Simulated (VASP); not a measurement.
# Sb (Fm-3m) in VASP: notebook

Aim: see how the results for Sb move with the level of theory and the settings. Levels: HF, PBEsol-based global hybrid, PBE0. Tasks: relaxation of cell and atoms, single point.

Everything below comes from runs of VASP 6.6.1. Logs are shortened: lines on timing, memory, paths and dates and some standing lists are left out, and cuts for length are marked.

## Step 1: The cell of the first run

The structure is cubic, space group Fm-3m (No. 225). Conventional cell: a = 4.742 Å, b = 4.742 Å, c = 4.742 Å, α = 90.00°, β = 90.00°, γ = 90.00°. Within 4.4 Å of Sb (site symmetry m-3m) lie 12 Sb at 3.35 Å.

## Step 2: Relaxation of cell and atoms, HF

POSCAR reads:

```
Sb
1.0
    0.0000000000      2.3712425216      2.3712425216
    2.3712425216      0.0000000000      2.3712425216
    2.3712425216      2.3712425216      0.0000000000
Sb
1
Direct
    0.0000000000      0.0000000000      0.0000000000
```

INCAR.step1 reads:

```
  ALGO = Normal
  EDIFF = 1E-5
  ENCUT = 600
  GGA = PE
  ISMEAR = -1
  LASPH = T
  LCHARG = F
  LREAL = F
  LWAVE = T
  NBANDS = 8
  NELM = 80
  PREC = Accurate
  SIGMA = 0.05
```

INCAR.step2 reads:

```
  AEXX = 1.0
  AGGAC = 0.0
  ALDAC = 0.0
  ALGO = Normal
  EDIFF = 1E-6
  EDIFFG = -0.01
  ENCUT = 600
  GGA = PE
  IBRION = 2
  ISIF = 3
  ISMEAR = -1
  ISTART = 1
  LASPH = T
  LCHARG = F
  LHFCALC = T
  LREAL = F
  LWAVE = F
  NELM = 80
  NSW = 60
  PREC = Accurate
  PRECFOCK = Normal
  SIGMA = 0.05
```

KPOINTS reads:

```
k-points
0
Gamma
  5 5 5
```

Potentials or basis: VASP PAW PBE potentials, release 64 (Sb).

Run with:

```sh
> cat potpaw_PBE.64/Sb/POTCAR > POTCAR
> cp INCAR.step1 INCAR
> mpirun -np 1 vasp_std > vasp.out
> cp INCAR.step2 INCAR
> mpirun -np 1 vasp_std > vasp.out
```

OUTCAR:

```text
AEXX = 1.0
   EDIFF = 1E-6
   EDIFFG = -0.01
   ENCUT = 600
   GGA = PE
   IBRION = 2
   ISIF = 3
   ISMEAR = -1
   ISTART = 1
   LASPH = T
   LHFCALC = T
   LREAL = F
   NELM = 80
   NSW = 60
   PREC = Accurate
   PRECFOCK = Normal

 ion  position               nearest neighbor table
   1  0.000  0.000  0.000-

  LATTYP: Found a face centered cubic cell.
 ALAT       =     4.7424850432

  Lattice vectors:

 A1 = (   0.0000000000,   2.3712425216,   2.3712425216)
 A2 = (   2.3712425216,   0.0000000000,   2.3712425216)
 A3 = (   2.3712425216,   2.3712425216,   0.0000000000)

Analysis of symmetry for initial positions (statically):
=====================================================================
 Subroutine PRICEL returns:
 Original cell was already a primitive cell.

 Routine SETGRP: Setting up the symmetry group for a
 face centered cubic supercell.

 Subroutine GETGRP returns: Found 48 space group operations
[... 9 lines left out ...]

 Routine SETGRP: Setting up the symmetry group for a
 face centered cubic supercell.

 Subroutine GETGRP returns: Found 48 space group operations
[... 11 lines left out ...]
                                     Primitive cell

  volume of cell :      26.6660

  direct lattice vectors                    reciprocal lattice vectors
     0.000000000  2.371242522  2.371242522    -0.210859916  0.210859916  0.210859916
     2.371242522  0.000000000  2.371242522     0.210859916 -0.210859916  0.210859916
     2.371242522  2.371242522  0.000000000     0.210859916  0.210859916 -0.210859916

  length of vectors
     3.353443334  3.353443334  3.353443334     0.365220089  0.365220089  0.365220089

  position of ions in fractional coordinates (direct lattice)
     0.000000000  0.000000000  0.000000000

  ion indices of the primitive-cell ions
   primitive index   ion index
                 1           1

----------------------------------------------------------------------------------------

 KPOINTS: k-points

Automatic generation of k-mesh.
 Grid dimensions read from file:
 generate k-points for:    5    5    5

 Generating k-lattice:

  Cartesian coordinates                     Fractional coordinates (reciprocal lattice)
    -0.042171983  0.042171983  0.042171983     0.200000000  0.000000000  0.000000000
     0.042171983 -0.042171983  0.042171983     0.000000000  0.200000000  0.000000000
     0.042171983  0.042171983 -0.042171983     0.000000000  0.000000000  0.200000000

  Length of vectors
     0.073044018  0.073044018  0.073044018

  Shift w.r.t. Gamma in fractional coordinates (k-lattice)
     0.000000000  0.000000000  0.000000000

 Subroutine IBZKPT returns following result:
 ===========================================

 Found     10 irreducible k-points:

 Following reciprocal coordinates:
            Coordinates               Weight
  0.000000  0.000000  0.000000      1.000000
  0.200000  0.000000  0.000000      8.000000
  0.400000  0.000000  0.000000      8.000000
  0.200000  0.200000  0.000000      6.000000
  0.400000  0.200000  0.000000     24.000000
 -0.400000  0.200000  0.000000     24.000000
 -0.200000  0.200000  0.000000     12.000000
  0.400000  0.400000  0.000000      6.000000
 -0.400000  0.400000  0.000000     12.000000
 -0.400000  0.400000  0.200000     24.000000
   k-points           NKPTS =     10   k-points in BZ     NKDIM =    125   number of bands    NBANDS=      6
   number of dos      NEDOS =    301   number of ions     NIONS =      1
   total plane-waves  NPLWV =  21952
   dimension x,y,z NGX =    28 NGY =   28 NGZ =   28
   dimension x,y,z NGXF=    56 NGYF=   56 NGZF=   56
   ions per type =               1
   NGX,Y,Z   is equivalent  to a cutoff of  13.88, 13.88, 13.88 a.u.
   NGXF,Y,Z  is equivalent  to a cutoff of  27.76, 27.76, 27.76 a.u.
 SYSTEM =  unknown system
   PREC   = accura    normal or accurate (medium, high low for compatibility)
   ISTART =      1    job   : 0-new  1-cont  2-samecut
   ICHARG =      0    charge: 1-file 2-atom 10-const
   ISPIN  =      1    spin polarized calculation?
   LNONCOLLINEAR =      F non collinear calculations
   LSORBIT =      F    spin-orbit coupling
   LASPH  =      T    aspherical Exc in radial PAW
   ENCUT  =  600.0 eV  44.10 Ry    6.64 a.u.   6.70  6.70  6.70*2*pi/ulx,y,z
   NELM   =     80;   NELMIN=  2; NELMDL=  0     # of ELM steps
   EDIFF  = 0.1E-05   stopping-criterion for ELM
   LREAL  =      F    real-space projection
   EDIFFG = -.1E-01   stopping-criterion for IOM
   NSW    =     60    number of steps for IOM
   IBRION =      2    ionic relax: 0-MD 1-quasi-New 2-CG
   NFREE  =      1    steps in history (QN), initial steepest desc. (CG)
   ISIF   =      3    stress and relaxation
   ISYM   =      3    0-nonsym 1-usesym 2-fastsym
   POTIM  = 0.5000    time-step for ionic-motion
   TEBEG  =    0.0;   TEEND  =   0.0 temperature during run
   PSTRESS=    0.0 pullay stress
   NELECT =       5.0000    total number of electrons
   NUPDOWN=      -1.0000    fix difference up-down
   EMIN   =  10.00;   EMAX   =-10.00  energy-range for DOS
   EFERMI =   0.00;   METHOD = LEGACY
   ISMEAR =    -1;   SIGMA  =   0.05  broadening in eV -4-tet -1-fermi 0-gaus
   EFERMI_NEDOS =   21; number of points for ismear=-14 and -15
   IALGO  =     38    algorithm
   IMIX   =      1    mixing-type and parameters
     AMIX     =   0.40;   BMIX     =  1.00
     AMIX_MAG =   1.60;   BMIX_MAG =  1.00
  volume/ion in A,a.u.               =      26.67       179.95
  Fermi-wavevector in a.u.,A,eV,Ry     =   0.937013  1.770697 11.945820  0.877993
  Thomas-Fermi vector in A             =   2.064081
   LORBIT       =      0    0 simple, 1 ext, 2 COOP (PROOUT), +10 PAW based schemes
   GGA     = PE    functional components
   LHFCALC =     T    Hartree Fock is set to
   PRECFOCK=normal    Normal, Fast or Accurate (Low or Medium for compatibility)
   ENCUT4O =  -1.0   cutoff for four orbital integrals eV
   NKREDX  =     1    reduce k-point grid by
   NKREDY  =     1    reduce k-point grid by
   NKREDZ  =     1    reduce k-point grid by
   AEXX    =    1.0000 exact exchange contribution
   HFSCREEN=    0.0000 screening length (either q_TF or 0.3 A-1)
   HFSCREENC=   0.0000 screening length for correlation (either q_TF or 0.3 A-1)
   ENCUTFOCK=  -1.0 apply spherical cutoff to Coloumb kernel
   IVDW    =     0    specifies the selected vdW correction
   LEPSILON=     F    determine dielectric tensor
   LRPA    =     F    only Hartree local field effects (RPA)
 conjugate gradient relaxation of ions
 non-spin polarized calculation
  energy-cutoff  :      600.00
  volume of cell :       26.67
 maximum number of plane-waves:       899
  NGX = 24; NGY = 24; NGZ = 24

--------------------------------------- Ionic step        1  -------------------------------------------

 number of electron       5.0000000 magnetization

 Free energy of the ion-electron system (eV)
  ---------------------------------------------------
  ext. energy  EPLUGINS =         0.00000000
  ---------------------------------------------------
  free energy    TOTEN  =       -26.09472628 eV

  energy without entropy =      -26.08340491  energy(sigma->0) =      -26.08906560

------------------------ aborting loop because EDIFF is reached ----------------------------------------

  FORCE on cell =-STRESS in cart. coord.  units (eV):
  Direction    XX          YY          ZZ          XY          YZ          ZX
  --------------------------------------------------------------------------------------
  -------------------------------------------------------------------------------------
  Total       -2.5654300     -2.5654300     -2.5654300     -0.0000000      0.0000000     -0.0000000
  in kB     -154.1391079   -154.1391079   -154.1391079     -0.0000000      0.0000000     -0.0000000
  external PRESSURE =    -154.1391079 kB  Pullay stress =       0.0000000 kB
[... 20 lines left out ...]
  energy  without entropy=      -26.0834049147  energy(sigma->0) =      -26.08906560

--------------------------------------- Ionic step        2  -------------------------------------------

 number of electron       5.0000000 magnetization

------------------------ aborting loop EDIFF was not reached (unconverged)  ----------------------------

  FORCE on cell =-STRESS in cart. coord.  units (eV):
  Direction    XX          YY          ZZ          XY          YZ          ZX
  --------------------------------------------------------------------------------------
  -------------------------------------------------------------------------------------
  Total        0.2708512      0.2708512      0.2708512      0.0000000      0.0000000      0.0000000
  in kB       24.1890575     24.1890575     24.1890575      0.0000000      0.0000000      0.0000000
  external PRESSURE =      24.1890575 kB  Pullay stress =       0.0000000 kB

 VOLUME and BASIS-vectors are now :
 -----------------------------------------------------------------------------
  energy-cutoff  :      600.00
  volume of cell :       17.94
      direct lattice vectors                 reciprocal lattice vectors
     0.000000000  2.077770067  2.077770067    -0.240642604  0.240642604  0.240642604
     2.077770067  0.000000000  2.077770067     0.240642604 -0.240642604  0.240642604
     2.077770067  2.077770067 -0.000000000     0.240642604  0.240642604 -0.240642604
[... 221 lines left out ...]
  energy  without entropy=      -27.0936181957  energy(sigma->0) =      -27.09922572

--------------------------------------- Ionic step        9  -------------------------------------------

 number of electron       5.0000000 magnetization

 Free energy of the ion-electron system (eV)
  ---------------------------------------------------
  ext. energy  EPLUGINS =         0.00000000
  ---------------------------------------------------
  free energy    TOTEN  =       -27.10486592 eV

  energy without entropy =      -27.09365082  energy(sigma->0) =      -27.09925837

 E-fermi :   9.6303     XC(G=0):   0.0000

 val. band max:        9.5807907372   @ k =  -0.4000   0.2000   0.0000
 cond. band min:      10.2439144496   @ k =  -0.4000   0.4000   0.0000
 fundamental gap:      0.6631237124
 Fermi energy:         9.6303100722

 k-point     1 :       0.0000    0.0000    0.0000
  band No.  band energies     occupation
      1      -8.0878      2.00000
      2      16.3559      0.00000
      3      16.6208      0.00000
      4      16.8732      0.00000
      5      31.6153      0.00000
      6      32.9509      0.00000

 k-point     2 :       0.2000    0.0000    0.0000
  band No.  band energies     occupation
      1      -7.3596      2.00000
      2      12.9335      0.00000
      3      15.6140      0.00000
      4      15.8932      0.00000
      5      28.3016      0.00000
      6      31.6767      0.00000
[... 98 lines left out ...]
  FREE ENERGIE OF THE ION-ELECTRON SYSTEM (eV)
  ---------------------------------------------------
  free  energy   TOTEN  =       -27.1048659231 eV

  energy  without entropy=      -27.0936508218  energy(sigma->0) =      -27.09925837

 reached required accuracy - stopping structural energy minimisation
```

It took 33 min on 1 thread of Intel Xeon Platinum 8488C (Sapphire Rapids), shared host; peak memory 0.24 GiB.

What came out:

- Free energy: -27.1049 eV
- Relaxed volume: 18.21 Å³/atom
- Relaxed cell: a = 2.953 Å, b = 2.953 Å, c = 2.953 Å, α = 60.00°, β = 60.00°, γ = 60.00°
- Space group after relaxing (to 0.05 Å): Fm-3m (No. 225)
- Energy gained by relaxing: 1010.1 meV/atom
- Ionic steps: 9
- Pressure after relaxing: 0.0 GPa

Step by step:
```tsv
step	energy change (eV)	largest force (eV/Å)	pressure (GPa)	volume (Å³)
1	0.0000	0.0000	-15.41	26.67
2	-1.0084	0.0000	2.42	17.94
3	-1.0099	0.0000	0.79	18.11
4	-1.0095	0.0000	-1.35	18.37
5	-1.0097	0.0000	-1.17	18.34
6	-1.0100	0.0000	-0.54	18.27
7	-1.0101	0.0000	-0.52	18.26
8	-1.0101	0.0000	-0.34	18.24
9	-1.0101	0.0000	-0.02	18.21
```

Final structure:
```
Sb
1.0
     0.00000    2.08799    2.08799
     2.08799    0.00000    2.08799
     2.08799    2.08799    0.00000
Sb
1
Direct
  0.00000 0.00000 0.00000
```

Caveat: the k points lie up to 0.52 Å⁻¹ apart in the final cell; the volume moved by over 15 % at a fixed basis, so the end points are rough; the PAW data sets were made with another functional, which shifts forces and pressure a little; spin-orbit coupling is left out, which moves the levels of the heavy elements.

## Step 3: Single point, PBEsol-based global hybrid

This run uses another cell than the first one, of 25.85 Å³/atom, 0.969 times its volume.

POSCAR reads:

```
Sb
1.0
    0.0000000000      2.3467336561      2.3467336561
    2.3467336561      0.0000000000      2.3467336561
    2.3467336561      2.3467336561      0.0000000000
Sb
1
Direct
    0.0000000000      0.0000000000      0.0000000000
```

INCAR.step1 reads:

```
SYSTEM = Sb
ALGO = Normal
EDIFF = 1E-5
ENCUT = 520
GGA = PE
ISIF = 2
ISMEAR = -1
LASPH = .TRUE.
LCHARG = .FALSE.
LREAL = .FALSE.
LWAVE = .TRUE.
NBANDS = 8
NELM = 80
PREC = Accurate
SIGMA = 0.05
```

INCAR.step2 reads:

```
SYSTEM = Sb
AEXX = 0.25
ALGO = Normal
EDIFF = 1E-6
ENCUT = 520
GGA = PS
ISIF = 2
ISMEAR = -1
ISTART = 1
LASPH = .TRUE.
LCHARG = .FALSE.
LHFCALC = .TRUE.
LREAL = .FALSE.
LWAVE = .FALSE.
NBANDS = 8
NELM = 80
PREC = Accurate
PRECFOCK = Normal
SIGMA = 0.05
```

KPOINTS reads:

```
k-points
0
G
  5 5 5
  0 0 0
```

Potentials or basis: VASP PAW PBE potentials, release 64 (Sb).

Run with:

```sh
> cat potpaw_PBE.64/Sb/POTCAR > POTCAR
> cp INCAR.step1 INCAR
> mpirun -np 1 vasp_std > vasp.out
> cp INCAR.step2 INCAR
> mpirun -np 1 vasp_std > vasp.out
```

Run time: 85 s. Hardware: 1 thread of Intel Xeon 6975P-C, shared host; peak memory 0.16 GiB.

Results (log left out):

| Property | Result |
| --- | --- |
| Free energy | -5.4807 eV |
| Pressure | -1.3 GPa |

Levels at points of the mesh, in eV from the Fermi level:
```
           k point  band 1  band 2  band 3  band 4  band 5  band 6  band 7
(0.00, 0.00, 0.00)  -14.82    7.15    7.15    7.15   11.58   11.58   11.58
```

Caveat: the k points lie up to 0.46 Å⁻¹ apart; the PAW data sets were made with another functional, which shifts forces and pressure a little; spin-orbit coupling is left out, which moves the levels of the heavy elements.

## Step 4: Single point, PBE0

POSCAR reads:

```
Sb
1.0
    0.0000000000      2.3712425216      2.3712425216
    2.3712425216      0.0000000000      2.3712425216
    2.3712425216      2.3712425216      0.0000000000
Sb
1
Direct
    0.0000000000      0.0000000000      0.0000000000
```

INCAR.step1 reads:

```
SYSTEM = Sb
ALGO = Normal ; EDIFF = 1E-5
ENCUT = 520 ; GGA = PE
ISIF = 2 ; ISMEAR = -1
LASPH = .TRUE. ; LCHARG = .FALSE.
LREAL = .FALSE. ; LWAVE = .TRUE.
NBANDS = 8 ; NELM = 100
PREC = Accurate ; SIGMA = 0.05
```

INCAR.step2 reads:

```
SYSTEM = Sb
AEXX = 0.25 ; ALGO = Normal
EDIFF = 1E-6 ; ENCUT = 520
GGA = PE ; ISIF = 2
ISMEAR = -1 ; ISTART = 1
LASPH = .TRUE. ; LCHARG = .FALSE.
LHFCALC = .TRUE. ; LREAL = .FALSE.
LWAVE = .FALSE. ; NBANDS = 8
NELM = 100 ; PREC = Accurate
PRECFOCK = Normal ; SIGMA = 0.05
```

KPOINTS is that of step 3.

Potentials or basis: VASP PAW PBE potentials, release 64 (Sb).

Run with:

```sh
> cat potpaw_PBE.64/Sb/POTCAR > POTCAR
> cp INCAR.step1 INCAR
> mpirun -np 1 vasp_std > vasp.out
> cp INCAR.step2 INCAR
> mpirun -np 1 vasp_std > vasp.out
```

OUTCAR:

```text
SYSTEM = Sb
   AEXX = 0.25
   EDIFF = 1E-6
   ENCUT = 520
   GGA = PE
   ISIF = 2
   ISMEAR = -1
   ISTART = 1
   LASPH = .TRUE.
   LHFCALC = .TRUE.
   LREAL = .FALSE.
   NELM = 100
   PREC = Accurate
   PRECFOCK = Normal

 ion  position               nearest neighbor table
   1  0.000  0.000  0.000-

  LATTYP: Found a face centered cubic cell.
 ALAT       =     4.7424850432

  Lattice vectors:

 A1 = (   0.0000000000,   2.3712425216,   2.3712425216)
 A2 = (   2.3712425216,   0.0000000000,   2.3712425216)
 A3 = (   2.3712425216,   2.3712425216,   0.0000000000)

Analysis of symmetry for initial positions (statically):
=====================================================================
 Subroutine PRICEL returns:
 Original cell was already a primitive cell.

 Routine SETGRP: Setting up the symmetry group for a
 face centered cubic supercell.

 Subroutine GETGRP returns: Found 48 space group operations
[... 9 lines left out ...]

 Routine SETGRP: Setting up the symmetry group for a
 face centered cubic supercell.

 Subroutine GETGRP returns: Found 48 space group operations
[... 11 lines left out ...]
                                     Primitive cell

[... 130 lines left out ...]

 val. band max:        8.1111796705   @ k =  -0.4000   0.4000   0.2000
 cond. band min:       8.8785998538   @ k =  -0.2000   0.2000   0.0000
 fundamental gap:      0.7674201833
 Fermi energy:         8.1608476193

 k-point     1 :       0.0000    0.0000    0.0000
  band No.  band energies     occupation
      1      -6.4238      2.00000
      2      15.0276      0.00000
      3      15.0276      0.00000
      4      15.0276      0.00000
      5      19.5523      0.00000
      6      19.5523      0.00000
      7      19.5523      0.00000
      8      20.0700      0.00000
[... 89 lines left out ...]
 k-point    10 :      -0.4000    0.4000    0.2000
  band No.  band energies     occupation
      1      -1.0464      2.00000
      2       4.3042      2.00000
      3       5.7105      2.00000
      4       8.1112      1.45950
      5      18.0976      0.00000
      6      18.9410      0.00000
      7      20.6614      0.00000
      8      24.6258      0.00000

------------------------ aborting loop because EDIFF is reached ----------------------------------------

  FORCE on cell =-STRESS in cart. coord.  units (eV):
  Direction    XX          YY          ZZ          XY          YZ          ZX
  --------------------------------------------------------------------------------------
  -------------------------------------------------------------------------------------
  Total       -0.2456927     -0.2456927     -0.2456927      0.0000000      0.0000000      0.0000000
  in kB      -14.7619903    -14.7619903    -14.7619903      0.0000000      0.0000000      0.0000000
  external PRESSURE =     -14.7619903 kB  Pullay stress =       0.0000000 kB

 VOLUME and BASIS-vectors are now :
 -----------------------------------------------------------------------------
  energy-cutoff  :      520.00
  volume of cell :       26.67
      direct lattice vectors                 reciprocal lattice vectors
     0.000000000  2.371242522  2.371242522    -0.210859916  0.210859916  0.210859916
     2.371242522  0.000000000  2.371242522     0.210859916 -0.210859916  0.210859916
     2.371242522  2.371242522  0.000000000     0.210859916  0.210859916 -0.210859916

 POSITION                                       TOTAL-FORCE (eV/Angst)
 -----------------------------------------------------------------------------------
      0.00000      0.00000      0.00000        -0.000000      0.000000     -0.000000
 -----------------------------------------------------------------------------------
    total drift:                               -0.000000     -0.000000      0.000000

  FREE ENERGIE OF THE ION-ELECTRON SYSTEM (eV)
  ---------------------------------------------------
  free  energy   TOTEN  =        -5.1509667691 eV

  energy  without entropy=       -5.1396685923  energy(sigma->0) =       -5.14531768
```

Run time: 2.1 min. Hardware: 1 thread of Intel Xeon 6975P-C, shared host; peak memory 0.16 GiB.

Results:

```yaml
Free_energy: -5.1510 eV
Pressure: -1.5 GPa
```

Levels at points of the mesh, in eV from the Fermi level:
| k point | band 1 | band 2 | band 3 | band 4 | band 5 | band 6 | band 7 |
| --- | --- | --- | --- | --- | --- | --- | --- |
| (0.00, 0.00, 0.00) | -14.58 | 6.87 | 6.87 | 6.87 | 11.39 | 11.39 | 11.39 |

Caveat: the k points lie up to 0.46 Å⁻¹ apart; the PAW data sets were made with another functional, which shifts forces and pressure a little; spin-orbit coupling is left out, which moves the levels of the heavy elements.

[end of part 1 of 2]
